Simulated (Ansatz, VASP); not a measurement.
**Two plane-wave programs on KZnF3**

```
CELL_PARAMETERS angstrom
4.05000 0.00000 0.00000
0.00000 4.05000 0.00000
0.00000 0.00000 4.05000
ATOMIC_POSITIONS crystal
K 0.00000 0.00000 0.00000
Zn 0.50000 0.50000 0.50000
F 0.50000 0.50000 0.00000
F 0.00000 0.50000 0.50000
F 0.50000 0.00000 0.50000
```

Alike in both runs: task single point; functional PBE; k mesh 6 × 6 × 6; occupations gaussian, width 0.05 eV; no spin polarisation.

```csv
,VASP,Ansatz
version,VASP 6.6.1,Ansatz 0.2.0
potentials or method,"VASP PAW PBE potentials, release 64 (K_sv, Zn, F), cutoff 520 eV","scalar-relativistic, plane waves, PAW"
valence electrons in the cell,42,42
```

VASP gave:

```
gap on the k mesh at the Fermi level (eV) : 3.79
least direct gap on the mesh (eV)         : 5.65
pressure (GPa)                            : 4.9
```

Question: Which values does Ansatz return?

Answer: gap on the k mesh at the Fermi level (eV): 3.86; least direct gap on the mesh (eV): 5.69; pressure (GPa): 4.6.
